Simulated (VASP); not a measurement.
A run of VASP 6.6.1 is set up as follows.

File INCAR:

```
ALGO = Normal ; EDIFF = 1E-6
ENCUT = 520 ; GGA = PS
ISIF = 2 ; ISMEAR = -1
LASPH = True ; LCHARG = True
LELF = True ; LREAL = False
LVHAR = True ; LWAVE = False
NBANDS = 54 ; NELM = 60
PREC = Accurate ; SIGMA = 0.1
```

Contents of KPOINTS:

```
k-points
0
Gamma
  8 8 8
```

The input POSCAR:

```
Cu
1.0
    4.5289271016      0.0000000000      0.0000000000
    0.0000000000      4.5289271016      0.0000000000
    0.0000000000      0.0000000000      4.5289271016
Cu
8
Direct
    0.0000000000      0.0000000000      1.0000000000
    0.5000000000      0.5000000000      0.5000000000
    0.2500000000      1.0000000000      0.5000000000
    0.7500000000      1.0000000000      0.5000000000
    0.5000000000      0.2500000000      0.0000000000
    0.5000000000      0.7500000000      1.0000000000
    0.0000000000      0.5000000000      0.2500000000
    0.0000000000      0.5000000000      0.7500000000
```

Potentials or basis: VASP PAW PBE potentials, release 64 (Cu).

Run with:

```sh
$ cat potpaw_PBE.64/Cu/POTCAR > POTCAR
$ mpirun -np 1 vasp_std > vasp.out
```

(1) What does it give for the band gap on the k mesh?

(2) Predict the pressure.

Results:

(1) zero (bands 44 and 45 overlap by 1.75 eV).

(2) 0.7 GPa.

Caveat: the PAW data sets were made with another functional, which shifts forces and pressure a little.
